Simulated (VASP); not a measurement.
# KF (Carobbiite) (Fm-3m) in VASP: a series of runs

Runs on KF (Carobbiite). Level: r2SCAN. Tasks: single point.

Everything below comes from runs of VASP 6.6.1. Logs are shortened: lines on timing, memory, paths and dates and some standing lists are left out, and cuts for length are marked.

### Step 1. The cell of the first run

The structure is cubic, space group Fm-3m (No. 225). Conventional cell: a = 5.318 Å, b = 5.318 Å, c = 5.318 Å, α = 90.00°, β = 90.00°, γ = 90.00°. Within 3.5 Å of K (site symmetry m-3m) lie 6 F at 2.66 Å. Within 3.5 Å of F (site symmetry m-3m) lie 6 K at 2.66 Å.

### Step 2. Single point, r2SCAN

The input, POSCAR:

```
KF
1.0
    0.0000000000      2.6587949719      2.6587949719
    2.6587949719      0.0000000000      2.6587949719
    2.6587949719      2.6587949719      0.0000000000
K F
1 1
Direct
    0.0000000000      0.0000000000      0.0000000000
    0.5000000000      0.5000000000      0.5000000000
```

The input, INCAR.step1:

```
SYSTEM = KF
PREC = Accurate
ENCUT = 520
ISMEAR = 0
SIGMA = 0.01
LREAL = .FALSE.
LASPH = .TRUE.
NELM = 100
NBANDS = 15
GGA = PE
ALGO = Normal
EDIFF = 1E-4
LWAVE = .TRUE.
LCHARG = .FALSE.
```

The input, INCAR.step2:

```
SYSTEM = KF
PREC = Accurate
ENCUT = 520
EDIFF = 1E-7
ISMEAR = 0
SIGMA = 0.01
LREAL = .FALSE.
LASPH = .TRUE.
NELM = 100
ALGO = Normal
ISIF = 2
LWAVE = .FALSE.
LCHARG = .TRUE.
METAGGA = R2SCAN
LMIXTAU = .TRUE.
LELF = .TRUE.
LVHAR = .TRUE.
NBANDS = 15
ISTART = 1
```

The input, KPOINTS:

```
regular mesh
0
G
  8 8 8
  0 0 0
```

Potentials or basis: VASP PAW PBE potentials, release 64 (K_sv, F).

Started as:

```bash
$ cat potpaw_PBE.64/K_sv/POTCAR potpaw_PBE.64/F/POTCAR > POTCAR
$ cp INCAR.step1 INCAR
$ mpirun -np 1 vasp_std > vasp.out
$ cp INCAR.step2 INCAR
$ mpirun -np 1 vasp_std > vasp.out
```

OUTCAR:

```text
SYSTEM = KF
   PREC = Accurate
   ENCUT = 520
   EDIFF = 1E-7
   ISMEAR = 0
   LREAL = .FALSE.
   LASPH = .TRUE.
   NELM = 100
   ISIF = 2
   METAGGA = R2SCAN
   ISTART = 1

 ion  position               nearest neighbor table
   1  0.000  0.000  0.000-   2 2.66   2 2.66   2 2.66   2 2.66   2 2.66   2 2.66
   2  0.500  0.500  0.500-   1 2.66   1 2.66   1 2.66   1 2.66   1 2.66   1 2.66

  LATTYP: Found a face centered cubic cell.
 ALAT       =     5.3175899438

  Lattice vectors:

 A1 = (   0.0000000000,   2.6587949719,   2.6587949719)
 A2 = (   2.6587949719,   0.0000000000,   2.6587949719)
 A3 = (   2.6587949719,   2.6587949719,   0.0000000000)

Analysis of symmetry for initial positions (statically):
=====================================================================
 Subroutine PRICEL returns:
 Original cell was already a primitive cell.

 Routine SETGRP: Setting up the symmetry group for a
 face centered cubic supercell.

 Subroutine GETGRP returns: Found 48 space group operations
 (whereof 48 operations were pure point group operations)
 out of a pool of 48 trial point group operations.

The static configuration has the point symmetry O_h .

Analysis of symmetry for dynamics (positions and initial velocities):
=====================================================================
 Subroutine PRICEL returns:
 Original cell was already a primitive cell.

 Routine SETGRP: Setting up the symmetry group for a
 face centered cubic supercell.

 Subroutine GETGRP returns: Found 48 space group operations
 (whereof 48 operations were pure point group operations)
 out of a pool of 48 trial point group operations.

The dynamic configuration has the point symmetry O_h .

 Subroutine INISYM returns: Found 48 space group operations
 (whereof 48 operations are pure point group operations),
 and found     1 'primitive' translations

----------------------------------------------------------------------------------------

                                     Primitive cell

  volume of cell :      37.5911

  direct lattice vectors                    reciprocal lattice vectors
     0.000000000  2.658794972  2.658794972    -0.188055117  0.188055117  0.188055117
     2.658794972  0.000000000  2.658794972     0.188055117 -0.188055117  0.188055117
     2.658794972  2.658794972  0.000000000     0.188055117  0.188055117 -0.188055117

  length of vectors
     3.760103909  3.760103909  3.760103909     0.325721018  0.325721018  0.325721018

  position of ions in fractional coordinates (direct lattice)
     0.000000000  0.000000000  0.000000000
     0.500000000  0.500000000  0.500000000
[... 89 lines left out ...]
   NUPDOWN=      -1.0000    fix difference up-down
   EMIN   =  10.00;   EMAX   =-10.00  energy-range for DOS
   EFERMI =   0.00;   METHOD = LEGACY
   ISMEAR =     0;   SIGMA  =   0.01  broadening in eV -4-tet -1-fermi 0-gaus
   EFERMI_NEDOS =   21; number of points for ismear=-14 and -15
   IALGO  =     38    algorithm
   IMIX   =      4    mixing-type and parameters
     AMIX     =   0.40;   BMIX     =  1.00
     AMIX_MAG =   1.60;   BMIX_MAG =  1.00
  volume/ion in A,a.u.               =      18.80       126.84
  Fermi-wavevector in a.u.,A,eV,Ry     =   1.231459  2.327120 20.633118  1.516491
  Thomas-Fermi vector in A             =   2.366268
   LORBIT       =      0    0 simple, 1 ext, 2 COOP (PROOUT), +10 PAW based schemes
   METAGGA = R2SCAN    functional components
   LHFCALC =     F    Hartree Fock is set to
   AEXX    =    0.0000 exact exchange contribution
   IVDW    =     0    specifies the selected vdW correction
   LEPSILON=     F    determine dielectric tensor
   LRPA    =     F    only Hartree local field effects (RPA)
 non-spin polarized calculation
 Gauss-broadening in eV      SIGMA  =   0.01
  energy-cutoff  :      520.00
  volume of cell :       37.59
 maximum number of plane-waves:      1036
   NGX = 13   NGY = 13   NGZ = 13

 number of electron      16.0000010 magnetization

 Free energy of the ion-electron system (eV)
  ---------------------------------------------------
  ext. energy  EPLUGINS =         0.00000000
  ---------------------------------------------------
  free energy    TOTEN  =       -14.97291776 eV

  energy without entropy =      -14.97291776  energy(sigma->0) =      -14.97291776

 E-fermi :  -3.1591     XC(G=0):  -8.9727

 val. band max:       -3.3115441096   @ k =   0.0000   0.0000   0.0000
 cond. band min:       3.5971505193   @ k =   0.0000   0.0000   0.0000
 fundamental gap:      6.9086946289
 Fermi energy:        -3.1590887438

 k-point     1 :       0.0000    0.0000    0.0000
  band No.  band energies     occupation
      1     -30.3938      2.00000
      2     -23.1082      2.00000
      3     -12.8684      2.00000
      4     -12.8684      2.00000
      5     -12.8684      2.00000
      6      -3.3116      2.00000
      7      -3.3115      2.00000
      8      -3.3115      2.00000
      9       3.5972      0.00000
     10       8.1816      0.00000
     11       8.1816      0.00000
     12       8.1816      0.00000
     13      10.0633      0.00000
     14      10.0633      0.00000
[... 401 lines left out ...]
      2     -23.1807      2.00000
      3     -13.1985      2.00000
      4     -13.0905      2.00000
      5     -12.9419      2.00000
      6      -3.8700      2.00000
      7      -3.5871      2.00000
      8      -3.5613      2.00000
      9       6.7534      0.00000
     10       7.4708      0.00000
     11       9.3629      0.00000
     12      10.3635      0.00000
     13      11.7309      0.00000
     14      12.7703      0.00000
     15      13.2257      0.00000

 [... further k-points ...]

------------------------ aborting loop because EDIFF is reached ----------------------------------------

  FORCE on cell =-STRESS in cart. coord.  units (eV):
  Direction    XX          YY          ZZ          XY          YZ          ZX
  --------------------------------------------------------------------------------------
  -------------------------------------------------------------------------------------
  Total       -0.0064871     -0.0064871     -0.0064871      0.0000000      0.0000000     -0.0000000
  in kB       -0.2764887     -0.2764887     -0.2764887      0.0000000      0.0000000     -0.0000000
  external PRESSURE =      -0.2764887 kB  Pullay stress =       0.0000000 kB

 VOLUME and BASIS-vectors are now :
 -----------------------------------------------------------------------------
  energy-cutoff  :      520.00
  volume of cell :       37.59
      direct lattice vectors                 reciprocal lattice vectors
     0.000000000  2.658794972  2.658794972    -0.188055117  0.188055117  0.188055117
     2.658794972  0.000000000  2.658794972     0.188055117 -0.188055117  0.188055117
     2.658794972  2.658794972  0.000000000     0.188055117  0.188055117 -0.188055117

 POSITION                                       TOTAL-FORCE (eV/Angst)
 -----------------------------------------------------------------------------------
      0.00000      0.00000      0.00000         0.000000      0.000000      0.000000
      2.65879      2.65879      2.65879         0.000000      0.000000     -0.000000
 -----------------------------------------------------------------------------------
    total drift:                                0.000000      0.000000      0.000000

  FREE ENERGIE OF THE ION-ELECTRON SYSTEM (eV)
  ---------------------------------------------------
  free  energy   TOTEN  =       -14.9729177607 eV

  energy  without entropy=      -14.9729177607  energy(sigma->0) =      -14.97291776
```

OUTCAR.step1:

```text
SYSTEM = KF
   PREC = Accurate
   ENCUT = 520
   ISMEAR = 0
   LREAL = .FALSE.
   LASPH = .TRUE.
[... 653 lines left out ...]
      0.00000      0.00000      0.00000         0.000000      0.000000      0.000000
      2.65879      2.65879      2.65879        -0.000000     -0.000000     -0.000000
 -----------------------------------------------------------------------------------
    total drift:                                0.000000      0.000000      0.000000

  FREE ENERGIE OF THE ION-ELECTRON SYSTEM (eV)
  ---------------------------------------------------
  free  energy   TOTEN  =        -8.2835063172 eV

  energy  without entropy=       -8.2835063172  energy(sigma->0) =       -8.28350632
```

OSZICAR.step1:

```text
N       E                     dE             d eps       ncg     rms          rms(c)
DAV:   1     0.106111563143E+03    0.10611E+03   -0.81314E+03   870   0.103E+03
DAV:   2    -0.521267335798E+01   -0.11132E+03   -0.10095E+03  1115   0.279E+02
DAV:   3    -0.942032569328E+01   -0.42077E+01   -0.41860E+01  1143   0.484E+01
DAV:   4    -0.954120666843E+01   -0.12088E+00   -0.12087E+00  1175   0.774E+00
DAV:   5    -0.954304287755E+01   -0.18362E-02   -0.18362E-02  1161   0.746E-01    0.635E+00
DAV:   6    -0.831334848426E+01    0.12297E+01   -0.34784E+00   898   0.149E+01    0.411E+00
DAV:   7    -0.828497629058E+01    0.28372E-01   -0.66137E-02  1073   0.223E+00    0.231E+00
DAV:   8    -0.828128657096E+01    0.36897E-02   -0.50317E-02   961   0.222E+00    0.192E-01
DAV:   9    -0.828282667086E+01   -0.15401E-02   -0.38179E-03  1087   0.513E-01    0.124E-01
DAV:  10    -0.828338297723E+01   -0.55631E-03   -0.46661E-04   919   0.188E-01    0.605E-02
DAV:  11    -0.828350773610E+01   -0.12476E-03   -0.12620E-04   881   0.948E-02    0.197E-02
DAV:  12    -0.828350631716E+01    0.14189E-05   -0.11360E-05   715   0.362E-02
   1 F= -.82835063E+01 E0= -.82835063E+01  d E =-.948111E-87
```

It took 48 s on 1 thread of Intel Xeon Platinum 8488C (Sapphire Rapids), shared host; peak memory 0.16 GiB.

What came out:

```
Free energy            : -14.9729 eV
Pressure               : 0.0 GPa
Band gap on the k mesh : 6.91 eV, direct
```

Caveat: the PAW data sets were made with another functional, which shifts forces and pressure a little.

### Step 3. Single point, r2SCAN

This run uses another cell than the first one, of 19.08 Å³/atom, 1.015 times its volume.

The input, POSCAR:

```
KF
1.0
    0.0000000000      2.6720889467      2.6720889467
    2.6720889467      0.0000000000      2.6720889467
    2.6720889467      2.6720889467      0.0000000000
K F
1 1
Direct
    0.0000000000      0.0000000000      0.0000000000
    0.5000000000      0.5000000000      0.5000000000
```

The input, INCAR.step1:

```
SYSTEM = KF
  PREC = Accurate
  ENCUT = 520
  ISMEAR = 0
  SIGMA = 0.01
  LREAL = .FALSE.
  LASPH = .TRUE.
  NELM = 100
  NBANDS = 15
  GGA = PE
  ALGO = Normal
  EDIFF = 1E-4
  LWAVE = .TRUE.
  LCHARG = .FALSE.
```

The input, INCAR.step2:

```
SYSTEM = KF
  PREC = Accurate
  ENCUT = 520
  EDIFF = 1E-6
  ISMEAR = 0
  SIGMA = 0.01
  LREAL = .FALSE.
  LASPH = .TRUE.
  NELM = 100
  ALGO = Normal
  ISIF = 2
  LWAVE = .FALSE.
  LCHARG = .FALSE.
  METAGGA = R2SCAN
  LMIXTAU = .TRUE.
  NBANDS = 15
  ISTART = 1
```

The input, KPOINTS:

```
Automatic mesh
0
G
  8 8 8
  0 0 0
```

Potentials or basis: VASP PAW PBE potentials, release 64 (K_sv, F).

Started as:

```bash
$ cat potpaw_PBE.64/K_sv/POTCAR potpaw_PBE.64/F/POTCAR > POTCAR
$ cp INCAR.step1 INCAR
$ mpirun -np 1 vasp_std > vasp.out
$ cp INCAR.step2 INCAR
$ mpirun -np 1 vasp_std > vasp.out
```

OUTCAR:

```text
SYSTEM = KF
   PREC = Accurate
   ENCUT = 520
   EDIFF = 1E-6
   ISMEAR = 0
   LREAL = .FALSE.
   LASPH = .TRUE.
   NELM = 100
   ISIF = 2
   METAGGA = R2SCAN
   ISTART = 1

 ion  position               nearest neighbor table
   1  0.000  0.000  0.000-   2 2.67   2 2.67   2 2.67   2 2.67   2 2.67   2 2.67
   2  0.500  0.500  0.500-   1 2.67   1 2.67   1 2.67   1 2.67   1 2.67   1 2.67

  LATTYP: Found a face centered cubic cell.
 ALAT       =     5.3441778934

  Lattice vectors:

 A1 = (   0.0000000000,   2.6720889467,   2.6720889467)
 A2 = (   2.6720889467,   0.0000000000,   2.6720889467)
 A3 = (   2.6720889467,   2.6720889467,   0.0000000000)

Analysis of symmetry for initial positions (statically):
=====================================================================
 Subroutine PRICEL returns:
 Original cell was already a primitive cell.

 Routine SETGRP: Setting up the symmetry group for a
 face centered cubic supercell.

 Subroutine GETGRP returns: Found 48 space group operations
 (whereof 48 operations were pure point group operations)
 out of a pool of 48 trial point group operations.

The static configuration has the point symmetry O_h .

[... 176 lines left out ...]
      8      -3.3503      2.00000
      9       3.4779      0.00000
     10       8.1020      0.00000
     11       8.1020      0.00000
     12       8.1020      0.00000
     13       9.9625      0.00000
     14       9.9625      0.00000
[... 401 lines left out ...]
      2     -23.2053      2.00000
      3     -13.2774      2.00000
      4     -13.1723      2.00000
      5     -13.0318      2.00000
      6      -3.8982      2.00000
      7      -3.6191      2.00000
      8      -3.5962      2.00000
      9       6.6545      0.00000
     10       7.3578      0.00000
     11       9.2365      0.00000
     12      10.2457      0.00000
     13      11.5924      0.00000
     14      12.6084      0.00000
     15      13.0279      0.00000

 [... further k-points ...]

------------------------ aborting loop because EDIFF is reached ----------------------------------------

  FORCE on cell =-STRESS in cart. coord.  units (eV):
  Direction    XX          YY          ZZ          XY          YZ          ZX
  --------------------------------------------------------------------------------------
  -------------------------------------------------------------------------------------
  Total       -0.1294624     -0.1294624     -0.1294624      0.0000000      0.0000000      0.0000000
  in kB       -5.4358993     -5.4358993     -5.4358993      0.0000000      0.0000000      0.0000000
  external PRESSURE =      -5.4358993 kB  Pullay stress =       0.0000000 kB

 VOLUME and BASIS-vectors are now :
 -----------------------------------------------------------------------------
  energy-cutoff  :      520.00
  volume of cell :       38.16
      direct lattice vectors                 reciprocal lattice vectors
     0.000000000  2.672088947  2.672088947    -0.187119520  0.187119520  0.187119520
     2.672088947  0.000000000  2.672088947     0.187119520 -0.187119520  0.187119520
     2.672088947  2.672088947  0.000000000     0.187119520  0.187119520 -0.187119520

 POSITION                                       TOTAL-FORCE (eV/Angst)
 -----------------------------------------------------------------------------------
      0.00000      0.00000      0.00000        -0.000000      0.000000      0.000000
      2.67209      2.67209      2.67209         0.000000     -0.000000     -0.000000
 -----------------------------------------------------------------------------------
    total drift:                                0.000000      0.000000      0.000000

  FREE ENERGIE OF THE ION-ELECTRON SYSTEM (eV)
  ---------------------------------------------------
  free  energy   TOTEN  =       -14.9727354671 eV

  energy  without entropy=      -14.9727354671  energy(sigma->0) =      -14.97273547
```

Wall time 41 s (1 thread of Intel Xeon Platinum 8488C (Sapphire Rapids), shared host); peak memory 0.17 GiB.

What came out:

```yaml
Free_energy: -14.9727 eV
Pressure: -0.5 GPa
Band_gap_on_the_k_mesh: 6.83 eV, direct
```

Levels at points of the mesh, in eV from the valence-band top:
```tsv
k point	band 4	band 5	band 6	band 7	band 8	band 9	band 10	band 11	band 12	band 13
(0.00, 0.00, 0.00)	-9.61	-9.61	0.00	0.00	0.00	6.83	11.45	11.45	11.45	13.31
(0.50, 0.00, 0.00)	-9.65	-9.65	-0.76	-0.34	-0.34	9.68	11.24	12.92	12.92	15.28
(0.50, 0.50, 0.00)	-9.82	-9.82	-0.20	-0.05	-0.05	8.76	11.22	12.42	14.63	15.13
```

Caveat: the PAW data sets were made with another functional, which shifts forces and pressure a little. r2SCAN opens gaps a little over a GGA but as a rule still falls short of measured ones.

(Part 1 of 2 ends here.)
